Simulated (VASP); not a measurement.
# W (Pbcm) in VASP: a series of runs, part 2 of 2

VASP 6.6.1. The steps go on from the part before.

**3. Single point, r2SCAN**

This run uses another cell than the first one, of 16.49 Å³/atom.

POSCAR reads:

```
W
1.0
    2.7908046399      0.0000000000      0.0000000000
    0.0000000000      4.8312255936      0.0000000000
    0.0000000000      0.0000000000      4.8906490714
W
4
Direct
    0.7931720000      0.9368430000      0.7500000000
    0.2068280000      0.4368430000      0.7500000000
    0.2068280000      0.0631570000      0.2500000000
    0.7931720000      0.5631570000      0.2500000000
```

INCAR.step1 reads:

```
SYSTEM = W
ALGO = Normal ; EDIFF = 1E-4
ENCUT = 520 ; GGA = PE
ISMEAR = -1 ; LASPH = .TRUE.
LCHARG = .FALSE. ; LREAL = .FALSE.
LWAVE = .TRUE. ; NBANDS = 36
NELM = 60 ; PREC = Accurate
SIGMA = 0.05
```

INCAR.step2 reads:

```
SYSTEM = W
ALGO = Normal ; EDIFF = 1E-6
ENCUT = 520 ; ISIF = 2
ISMEAR = -1 ; ISTART = 1
LASPH = .TRUE. ; LCHARG = .FALSE.
LMIXTAU = .TRUE. ; LREAL = .FALSE.
LWAVE = .FALSE. ; METAGGA = R2SCAN
NBANDS = 36 ; NELM = 60
PREC = Accurate ; SIGMA = 0.05
```

KPOINTS reads:

```
k-points
0
G
  9 6 6
  0 0 0
```

Potentials or basis: VASP PAW PBE potentials, release 64 (W_sv).

Launch:

```
$ cat potpaw_PBE.64/W_sv/POTCAR > POTCAR
$ cp INCAR.step1 INCAR
$ mpirun -np 1 vasp_std > vasp.out
$ cp INCAR.step2 INCAR
$ mpirun -np 1 vasp_std > vasp.out
```

OUTCAR:

```text
SYSTEM = W
   EDIFF = 1E-6
   ENCUT = 520
   ISIF = 2
   ISMEAR = -1
   ISTART = 1
   LASPH = .TRUE.
   LREAL = .FALSE.
   METAGGA = R2SCAN
   NELM = 60
   PREC = Accurate

 ion  position               nearest neighbor table
   1  0.793  0.937  0.750-   2 2.68   2 2.68   3 2.77   3 2.77   2 2.92   2 2.92   3 3.00   3 3.00
                             4 3.04   4 3.04
   2  0.207  0.437  0.750-   1 2.68   1 2.68   4 2.77   4 2.77   1 2.92   1 2.92   4 3.00   4 3.00
                             3 3.04   3 3.04
   3  0.207  0.063  0.250-   4 2.68   4 2.68   1 2.77   1 2.77   4 2.92   4 2.92   1 3.00   1 3.00
                             2 3.04   2 3.04
   4  0.793  0.563  0.250-   3 2.68   3 2.68   2 2.77   2 2.77   3 2.92   3 2.92   2 3.00   2 3.00
                             1 3.04   1 3.04

  LATTYP: Found a simple orthorhombic cell.
 ALAT       =     2.7908046399
 B/A-ratio  =     1.7311228183
 C/A-ratio  =     1.7524154151

  Lattice vectors:

 A1 = (   2.7908046399,   0.0000000000,   0.0000000000)
 A2 = (   0.0000000000,   4.8312255936,   0.0000000000)
 A3 = (   0.0000000000,   0.0000000000,   4.8906490714)

[... 178 lines left out ...]
  energy without entropy =     -203.16552282  energy(sigma->0) =     -203.17787522

 E-fermi :  10.4837     XC(G=0): -14.6650

 val. band max:       10.4770447555   @ k =   0.1111   0.1667   0.1667
 cond. band min:      10.4884335842   @ k =   0.1111   0.1667   0.3333
 fundamental gap:      0.0113888287
 Fermi energy:        10.4837041573

 k-point     1 :       0.0000    0.0000    0.0000
  band No.  band energies     occupation
      1     -65.3148      2.00000
      2     -65.2195      2.00000
      3     -65.1794      2.00000
      4     -65.1198      2.00000
      5     -29.5255      2.00000
      6     -29.4596      2.00000
[... 925 lines left out ...]
     35      13.7645      0.00000
     36      14.5502      0.00000

 [... further k-points ...]

------------------------ aborting loop because EDIFF is reached ----------------------------------------

  FORCE on cell =-STRESS in cart. coord.  units (eV):
  Direction    XX          YY          ZZ          XY          YZ          ZX
  --------------------------------------------------------------------------------------
  -------------------------------------------------------------------------------------
  Total       -0.0564044     -0.5309495      0.1711590      0.0000000      0.0000000      0.0000000
  in kB       -1.3704723    -12.9006187      4.1586958      0.0000000      0.0000000      0.0000000
  external PRESSURE =      -3.3707984 kB  Pullay stress =       0.0000000 kB

 VOLUME and BASIS-vectors are now :
 -----------------------------------------------------------------------------
  energy-cutoff  :      520.00
  volume of cell :       65.94
      direct lattice vectors                 reciprocal lattice vectors
     2.790804640  0.000000000  0.000000000     0.358319599  0.000000000  0.000000000
     0.000000000  4.831225594  0.000000000     0.000000000  0.206986815  0.000000000
     0.000000000  0.000000000  4.890649071     0.000000000  0.000000000  0.204471837

 POSITION                                       TOTAL-FORCE (eV/Angst)
 -----------------------------------------------------------------------------------
      2.21359      4.52610      3.66799        -0.038372      0.139257     -0.000000
      0.57722      2.11049      3.66799         0.038372      0.139257      0.000000
      0.57722      0.30513      1.22266         0.038372     -0.139257      0.000000
      2.21359      2.72074      1.22266        -0.038372     -0.139257     -0.000000
 -----------------------------------------------------------------------------------
    total drift:                               -0.000000      0.000000     -0.000000

  FREE ENERGIE OF THE ION-ELECTRON SYSTEM (eV)
  ---------------------------------------------------
  free  energy   TOTEN  =      -203.1902276229 eV

  energy  without entropy=     -203.1655228161  energy(sigma->0) =     -203.17787522
```

Wall time 8.8 min (1 thread of Intel Xeon 8259CL, shared host); peak memory 0.27 GiB.

Results:

* Free energy: -203.1902 eV
* Pressure: -0.3 GPa
* Largest force: 0.144 eV/Å
* Band gap on the k mesh: zero (bands 28 and 29 overlap by 1.32 eV)

Forces on the atoms (eV/Å):
```
W   -0.038  0.139  0.000
W    0.038  0.139  0.000
W    0.038 -0.139  0.000
W   -0.038 -0.139  0.000
```

Caveat: the PAW data sets were made with another functional, which shifts forces and pressure a little; spin-orbit coupling is left out, which moves the levels of the heavy elements.

**4. Single point, r2SCAN**

This run uses another cell than the first one, of 16.82 Å³/atom.

POSCAR reads:

```
W
1.0
    2.8096620000      0.0000000000      0.0000000000
    0.0000000000      4.8638700000      0.0000000000
    0.0000000000      0.0000000000      4.9236950000
W
4
Direct
    0.7931720000      0.9368430000      0.7500000000
    0.2068280000      0.4368430000      0.7500000000
    0.2068280000      0.0631570000      0.2500000000
    0.7931720000      0.5631570000      0.2500000000
```

INCAR.step1 reads:

```
SYSTEM = W
ALGO = Normal ; EDIFF = 1E-4
ENCUT = 520 ; GGA = PE
ISMEAR = -1 ; LASPH = .True.
LCHARG = .False. ; LREAL = .False.
LWAVE = .True. ; NBANDS = 36
NELM = 80 ; PREC = Accurate
SIGMA = 0.05
```

INCAR.step2 reads:

```
SYSTEM = W
ALGO = Normal ; EDIFF = 1E-6
ENCUT = 520 ; ISIF = 2
ISMEAR = -1 ; ISTART = 1
LASPH = .True. ; LCHARG = .False.
LMIXTAU = .True. ; LREAL = .False.
LWAVE = .False. ; METAGGA = R2SCAN
NBANDS = 36 ; NELM = 80
PREC = Accurate ; SIGMA = 0.05
```

KPOINTS reads:

```
k-points
0
Gamma
  9 6 6
  0 0 0
```

Potentials or basis: VASP PAW PBE potentials, release 64 (W_sv).

Launch:

```
$ cat potpaw_PBE.64/W_sv/POTCAR > POTCAR
$ cp INCAR.step1 INCAR
$ mpirun -np 1 vasp_std > vasp.out
$ cp INCAR.step2 INCAR
$ mpirun -np 1 vasp_std > vasp.out
```

OUTCAR:

```text
SYSTEM = W
   EDIFF = 1E-6
   ENCUT = 520
   ISIF = 2
   ISMEAR = -1
   ISTART = 1
   LASPH = .True.
   LREAL = .False.
   METAGGA = R2SCAN
   NELM = 80
   PREC = Accurate

 ion  position               nearest neighbor table
   1  0.793  0.937  0.750-   2 2.70   2 2.70   3 2.79   3 2.79   2 2.94   2 2.94   3 3.03   3 3.03
                             4 3.06   4 3.06
   2  0.207  0.437  0.750-   1 2.70   1 2.70   4 2.79   4 2.79   1 2.94   1 2.94   4 3.03   4 3.03
                             3 3.06   3 3.06
   3  0.207  0.063  0.250-   4 2.70   4 2.70   1 2.79   1 2.79   4 2.94   4 2.94   1 3.03   1 3.03
[... 1144 lines left out ...]
  --------------------------------------------------------------------------------------
  -------------------------------------------------------------------------------------
  Total       -2.6084640     -2.9955346     -2.0065378      0.0000000      0.0000000      0.0000000
  in kB      -62.1109613    -71.3276215    -47.7783071      0.0000000      0.0000000      0.0000000
  external PRESSURE =     -60.4056300 kB  Pullay stress =       0.0000000 kB

 VOLUME and BASIS-vectors are now :
 -----------------------------------------------------------------------------
  energy-cutoff  :      520.00
  volume of cell :       67.29
      direct lattice vectors                 reciprocal lattice vectors
     2.809662000  0.000000000  0.000000000     0.355914697  0.000000000  0.000000000
     0.000000000  4.863870000  0.000000000     0.000000000  0.205597600  0.000000000
     0.000000000  0.000000000  4.923695000     0.000000000  0.000000000  0.203099501

 POSITION                                       TOTAL-FORCE (eV/Angst)
 -----------------------------------------------------------------------------------
      2.22855      4.55668      3.69277         0.044013      0.140756     -0.000000
      0.58112      2.12475      3.69277        -0.044013      0.140756      0.000000
      0.58112      0.30719      1.23092        -0.044013     -0.140756      0.000000
      2.22855      2.73912      1.23092         0.044013     -0.140756     -0.000000
 -----------------------------------------------------------------------------------
    total drift:                                0.000000      0.000000     -0.000000

  FREE ENERGIE OF THE ION-ELECTRON SYSTEM (eV)
  ---------------------------------------------------
  free  energy   TOTEN  =      -203.1637360240 eV

  energy  without entropy=     -203.1385368083  energy(sigma->0) =     -203.15113642
```

OUTCAR.step1:

```text
SYSTEM = W
   EDIFF = 1E-4
   ENCUT = 520
   GGA = PE
   ISMEAR = -1
   LASPH = .True.
[... 1172 lines left out ...]
      0.58112      2.12475      3.69277         0.074940      0.060979      0.000000
      0.58112      0.30719      1.23092         0.074940     -0.060979      0.000000
      2.22855      2.73912      1.23092        -0.074940     -0.060979     -0.000000
 -----------------------------------------------------------------------------------
    total drift:                                0.000000      0.000000     -0.000000

  FREE ENERGIE OF THE ION-ELECTRON SYSTEM (eV)
  ---------------------------------------------------
  free  energy   TOTEN  =       -49.8450614091 eV

  energy  without entropy=      -49.8182118302  energy(sigma->0) =      -49.83163662
```

OSZICAR.step1:

```text
N       E                     dE             d eps       ncg     rms          rms(c)
DAV:   1     0.721199513098E+03    0.72120E+03   -0.33170E+04  5760   0.183E+03
DAV:   2    -0.138605257426E+02   -0.73506E+03   -0.72089E+03  5948   0.576E+02
DAV:   3    -0.511576725933E+02   -0.37297E+02   -0.35856E+02  6936   0.124E+02
DAV:   4    -0.522381084664E+02   -0.10804E+01   -0.10510E+01  6824   0.189E+01
DAV:   5    -0.522549806034E+02   -0.16872E-01   -0.16840E-01  6916   0.255E+00    0.372E+01
DAV:   6    -0.503371334161E+02    0.19178E+01   -0.28069E+00  6480   0.123E+01    0.145E+01
DAV:   7    -0.498616699252E+02    0.47546E+00   -0.14873E+00  6780   0.815E+00    0.110E+00
DAV:   8    -0.498451269066E+02    0.16543E-01   -0.40862E-02  6656   0.147E+00    0.153E-01
DAV:   9    -0.498450651054E+02    0.61801E-04   -0.15846E-03  7100   0.255E-01    0.105E-01
DAV:  10    -0.498450614091E+02    0.36963E-05   -0.88086E-05  3836   0.664E-02
   1 F= -.49845061E+02 E0= -.49831637E+02  d E =-.268496E-01
```

Wall time 11 min (1 thread of Intel Xeon 8259CL, shared host); peak memory 0.28 GiB.

Results:

```yaml
Free_energy: -203.1637 eV
Pressure: -6.0 GPa
Largest_force: 0.147 eV/Å
Band_gap_on_the_k_mesh: zero (bands 28 and 29 overlap by 1.24 eV)
```

Forces in eV/Å, atoms in the order of the input:
```
W    0.044  0.141  0.000
W   -0.044  0.141  0.000
W   -0.044 -0.141  0.000
W    0.044 -0.141  0.000
```

Caveat: the cell stands under tension; the PAW data sets were made with another functional, which shifts forces and pressure a little; spin-orbit coupling is left out, which moves the levels of the heavy elements.

**5. Single point, LDA (17.16 Å³/atom)**

This run uses another cell than the first one, of 17.16 Å³/atom.

INCAR reads:

```
PREC     = Accurate       # precision mode
ENCUT    = 520            # plane-wave cutoff, eV
EDIFF    = 1E-7           # SCF threshold, eV
ISMEAR   = -1             # smearing method
SIGMA    = 0.05           # smearing width, eV
LREAL    = F              # projectors in reciprocal space
LASPH    = T              # aspherical terms in the spheres
NELM     = 60             # most SCF steps
ALGO     = Fast           # electronic algorithm
ISIF     = 2              # what is computed and relaxed
LWAVE    = F              # write WAVECAR
LCHARG   = F              # write CHGCAR
GGA      = CA             # functional
NBANDS   = 36             # bands
```

KPOINTS reads:

```
regular mesh
0
Gamma
  9 6 6
```

POSCAR reads:

```
W
1.0
    2.8282695754      0.0000000000      0.0000000000
    0.0000000000      4.8960819983      0.0000000000
    0.0000000000      0.0000000000      4.9563032019
W
4
Direct
    0.7931720000      0.9368430000      0.7500000000
    0.2068280000      0.4368430000      0.7500000000
    0.2068280000      0.0631570000      0.2500000000
    0.7931720000      0.5631570000      0.2500000000
```

Potentials or basis: VASP PAW LDA potentials, release 64 (W_sv).

Launch:

```
$ cat potpaw_LDA.64/W_sv/POTCAR > POTCAR
$ mpirun -np 1 vasp_std > vasp.out
```

OUTCAR:

```text
PREC = Accurate
   ENCUT = 520
   EDIFF = 1E-7
   ISMEAR = -1
   LREAL = F
   LASPH = T
   NELM = 60
   ISIF = 2
   GGA = CA

 ion  position               nearest neighbor table
   1  0.793  0.937  0.750-   2 2.71   2 2.71   3 2.81   3 2.81   2 2.96   2 2.96   3 3.05   3 3.05
                             4 3.08   4 3.08
   2  0.207  0.437  0.750-   1 2.71   1 2.71   4 2.81   4 2.81   1 2.96   1 2.96   4 3.05   4 3.05
                             3 3.08   3 3.08
   3  0.207  0.063  0.250-   4 2.71   4 2.71   1 2.81   1 2.81   4 2.96   4 2.96   1 3.05   1 3.05
[... 1145 lines left out ...]
  --------------------------------------------------------------------------------------
  -------------------------------------------------------------------------------------
  Total       -8.0641014     -8.4134236     -7.9522969      0.0000000      0.0000000      0.0000000
  in kB     -188.2518331   -196.4065600   -185.6418209      0.0000000      0.0000000      0.0000000
  external PRESSURE =    -190.1000713 kB  Pullay stress =       0.0000000 kB

 VOLUME and BASIS-vectors are now :
 -----------------------------------------------------------------------------
  energy-cutoff  :      520.00
  volume of cell :       68.63
      direct lattice vectors                 reciprocal lattice vectors
     2.828269575  0.000000000  0.000000000     0.353573085  0.000000000  0.000000000
     0.000000000  4.896081998  0.000000000     0.000000000  0.204244945  0.000000000
     0.000000000  0.000000000  4.956303202     0.000000000  0.000000000  0.201763282

 POSITION                                       TOTAL-FORCE (eV/Angst)
 -----------------------------------------------------------------------------------
      2.24330      4.58686      3.71723         0.144183      0.080740     -0.000000
      0.58497      2.13882      3.71723        -0.144183      0.080740      0.000000
      0.58497      0.30922      1.23908        -0.144183     -0.080740      0.000000
      2.24330      2.75726      1.23908         0.144183     -0.080740     -0.000000
 -----------------------------------------------------------------------------------
    total drift:                               -0.000000      0.000000     -0.000000

  FREE ENERGIE OF THE ION-ELECTRON SYSTEM (eV)
  ---------------------------------------------------
  free  energy   TOTEN  =       -54.0947292360 eV

  energy  without entropy=      -54.0660782553  energy(sigma->0) =      -54.08040375
```

OSZICAR:

```text
N       E                     dE             d eps       ncg     rms          rms(c)
DAV:   1     0.715895820453E+03    0.71590E+03   -0.33361E+04  5760   0.181E+03
DAV:   2    -0.199228280987E+02   -0.73582E+03   -0.72177E+03  6092   0.574E+02
DAV:   3    -0.558964111825E+02   -0.35974E+02   -0.34644E+02  6924   0.122E+02
DAV:   4    -0.568327491036E+02   -0.93634E+00   -0.92500E+00  6892   0.183E+01
DAV:   5    -0.568481002967E+02   -0.15351E-01   -0.15324E-01  6888   0.250E+00    0.363E+01
RMM:   6    -0.546142265829E+02    0.22339E+01   -0.29895E+00  5931   0.104E+01    0.141E+01
RMM:   7    -0.540891248062E+02    0.52510E+00   -0.23542E+00  6481   0.824E+00    0.147E+00
RMM:   8    -0.540893227746E+02   -0.19797E-03   -0.24821E-01  7677   0.213E+00    0.560E-01
RMM:   9    -0.540942654091E+02   -0.49426E-02   -0.61102E-02  7658   0.112E+00    0.359E-01
RMM:  10    -0.540944594859E+02   -0.19408E-03   -0.96077E-03  7287   0.578E-01    0.171E-01
RMM:  11    -0.540947048370E+02   -0.24535E-03   -0.29764E-03  8680   0.278E-01    0.368E-02
RMM:  12    -0.540947315368E+02   -0.26700E-04   -0.33225E-04  8435   0.101E-01    0.369E-02
RMM:  13    -0.540947281667E+02    0.33700E-05   -0.61765E-05  7264   0.479E-02    0.293E-03
RMM:  14    -0.540947290646E+02   -0.89784E-06   -0.10822E-05  8261   0.177E-02    0.365E-03
RMM:  15    -0.540947292166E+02   -0.15201E-06   -0.15745E-06  7223   0.792E-03    0.352E-04
RMM:  16    -0.540947292360E+02   -0.19445E-07   -0.20936E-07  5037   0.300E-03
   1 F= -.54094729E+02 E0= -.54080404E+02  d E =-.286510E-01
```

It took 81 s on 1 thread of Intel Xeon 6975P-C (Granite Rapids), shared host; peak memory 0.25 GiB.

What came out:

```
Free energy            : -54.0947 eV
Pressure               : -19.0 GPa
Largest force          : 0.165 eV/Å
Band gap on the k mesh : zero (bands 28 and 29 overlap by 1.23 eV)
```

Forces on the atoms (eV/Å):
```
W    0.144  0.081  0.000
W   -0.144  0.081  0.000
W   -0.144 -0.081  0.000
W    0.144 -0.081  0.000
```

Caveat: the cell stands under tension; spin-orbit coupling is left out, which moves the levels of the heavy elements.

**6. Summary**

```csv
level,potentials or basis,cell,gap on the mesh (eV),pressure (GPa),largest force (eV/Å)
r2SCAN,"VASP PAW PBE potentials, release 64 (W_sv)","a = 2.772, b = 4.798, c = 4.857 Å, 4 atoms",none,6.0,0.19
r2SCAN,"VASP PAW PBE potentials, release 64 (W_sv)","a = 2.791, b = 4.831, c = 4.891 Å, 4 atoms",none,-0.3,0.14
r2SCAN,"VASP PAW PBE potentials, release 64 (W_sv)","a = 2.810, b = 4.864, c = 4.924 Å, 4 atoms",none,-6.0,0.15
LDA,"VASP PAW LDA potentials, release 64 (W_sv)","a = 2.828, b = 4.896, c = 4.956 Å, 4 atoms",none,-19.0,0.17
```

Alike in all rows: task single point; no spin polarisation; k mesh 9 × 6 × 6; cutoff (eV) 520; smearing fermi-dirac 0.05 eV.

Caveats: spin-orbit coupling is left out, which moves the levels of the heavy elements; the PAW data sets were made with another functional, which shifts forces and pressure a little (at least some runs); the cell stands under tension (at least some runs); the cell stands under pressure (at least some runs).

Total energies depend on the potentials used, so only differences within one code and one set of settings carry meaning.
